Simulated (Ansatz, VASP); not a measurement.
## One calculation of AgCl, two programs

```
Ag Cl
1.0
     3.43397   -0.01717   -0.01717
    -0.01717    3.43397   -0.01717
    -0.01717   -0.01717    3.43397
Ag Cl
1 1
Cartesian
  0.0000 0.0000 0.0000
  1.6998 1.6998 1.6998
```

Change from the starting cell: equal xy, yz and zx shear strains of -1 %.

Alike in both runs: task single point; functional PBEsol; k mesh 9 × 9 × 9; occupations fermi-dirac, width 0.01 eV; no spin polarisation.

|  | VASP | Ansatz |
| --- | --- | --- |
| version | VASP 6.6.1 | Ansatz 0.2.0 |
| potentials or method | VASP PAW PBE potentials, release 64 (Ag, Cl), cutoff 520 eV | all-electron LAPW, scalar-relativistic |

Ansatz gave:

* gap on the k mesh at the Fermi level (eV): 0.42
* pressure (GPa): -4.6
* traceless stress, the component that is largest in VASP (GPa): -0.15

Task: Estimate VASP's values.

Result: gap on the k mesh at the Fermi level (eV): 0.41; pressure (GPa): -4.7; traceless stress, the component that is largest in VASP (GPa): -0.15.

VASP's potentials were made for PBE, not for PBEsol. Ansatz ran all-electron here, and VASP with PAW potentials.
